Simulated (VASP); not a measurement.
Wanted: the native input for a VASP 6.6.1 run.

* Task: single point
* Functional: PBEsol
* Potentials or basis: VASP PAW PBE potentials, release 64 (Zn)
* Cutoff: 520 eV
* k mesh: 10 × 10 × 10
* Occupations: fermi-dirac, width 0.05 eV
* Spin: no spin polarisation
* Dipole correction: no
* Further INCAR settings: ALGO = Fast; EDIFF = 1e-06; NBANDS = 12

The structure of Zn lies in POSCAR:

```
Zn
1.0
   -1.5690370000      1.5690370000      1.5533466300
    1.5690370000     -1.5690370000      1.5533466300
    1.5690370000      1.5690370000     -1.5533466300
Zn
1
Direct
    0.0000000000      0.0000000000      0.0000000000
```

These files were run (other wordings do the same):

INCAR

```
SYSTEM = Zn
ALGO     = Fast           ! electronic algorithm
EDIFF    = 1E-6           ! SCF threshold, eV
ENCUT    = 520            ! plane-wave cutoff, eV
GGA      = PS             ! functional
ISIF     = 2              ! what is computed and relaxed
ISMEAR   = -1             ! smearing method
LASPH    = .TRUE.         ! aspherical terms in the spheres
LCHARG   = .FALSE.        ! write CHGCAR
LREAL    = .FALSE.        ! projectors in reciprocal space
LWAVE    = .FALSE.        ! write WAVECAR
NBANDS   = 12             ! bands
NELM     = 80             ! most SCF steps
PREC     = Accurate       ! precision mode
SIGMA    = 0.05           ! smearing width, eV
```

KPOINTS

```
k-points
0
G
  10 10 10
  0 0 0
```

Potentials or basis: VASP PAW PBE potentials, release 64 (Zn).

Run with:

```bash
$ cat potpaw_PBE.64/Zn/POTCAR > POTCAR
$ mpirun -np 1 vasp_std > vasp.out
```

Results of the run:

* Pressure: -4.2 GPa
* Band gap on the k mesh: zero (band 6 reaches 7.06 eV, above the bottom of band 7 at 1.94 eV)

Caveat: the PAW data sets were made with another functional, which shifts forces and pressure a little.

It took 19 s on 1 thread of AMD EPYC 7R13 (shared host), peak memory 0.1 GiB.
